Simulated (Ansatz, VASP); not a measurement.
## Zr in VASP and in Ansatz

```
CELL_PARAMETERS angstrom
0.00000 2.26355 2.26355
2.26355 0.00000 2.26355
2.26355 2.26355 0.00000
ATOMIC_POSITIONS crystal
Zr 0.00000 0.00000 0.00000
```

Alike in both runs: task relaxation of cell and atoms; functional PBEsol; k mesh 16 × 16 × 16; occupations gaussian, width 0.1 eV; no spin polarisation.

|  | VASP | Ansatz |
| --- | --- | --- |
| version | VASP 6.6.1 | Ansatz 0.2.0 |
| potentials or method | VASP PAW PBE potentials, release 64 (Zr_sv), cutoff 600 eV | scalar-relativistic, plane waves, PAW |
| valence electrons in the cell | 12 | 12 |

|  | VASP | Ansatz | Ansatz less VASP |
| --- | --- | --- | --- |
| gap on the k mesh at the Fermi level, each at its own relaxed structure (eV) | none | none | - |
| relaxed volume (Å³/atom) | 22.25 | 22.23 | -0.023 |
| relaxed cell length with the largest relative difference (Å) | 3.157 | 3.156 | -0.0011 |

VASP's potentials were made for PBE, not for PBEsol. A gap of «none» marks a metal or a gap that the smearing closes.
